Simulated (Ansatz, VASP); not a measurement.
# Two plane-wave programs on Al

```
CELL_PARAMETERS angstrom
0.00000 2.00756 2.00756
2.00756 0.00000 2.00756
2.00756 2.00756 0.00000
ATOMIC_POSITIONS crystal
Al 0.00000 0.00000 0.00000
```

Alike in both runs: task relaxation of cell and atoms; functional PBEsol; k mesh 20 × 20 × 20; occupations fermi-dirac, width 0.15 eV; no spin polarisation.

|  | VASP | Ansatz |
| --- | --- | --- |
| version | VASP 6.6.1 | Ansatz 0.2.0 |
| potentials or method | VASP PAW PBE potentials, release 64 (Al), cutoff 500 eV | scalar-relativistic, plane waves, PAW |
| valence electrons in the cell | 3 | 3 |

VASP gave:

```
gap on the k mesh at the Fermi level, each at its own relaxed structure (eV) : none
relaxed volume (Å³/atom)                                                     : 16.21
relaxed cell length with the largest relative difference (Å)                 : 2.841
```

Problem. Which values does Ansatz return?

Solution. gap on the k mesh at the Fermi level, each at its own relaxed structure (eV): none; relaxed volume (Å³/atom): 16.20; relaxed cell length with the largest relative difference (Å): 2.840.

VASP's potentials were made for PBE, not for PBEsol. A gap of «none» marks a metal or a gap that the smearing closes.
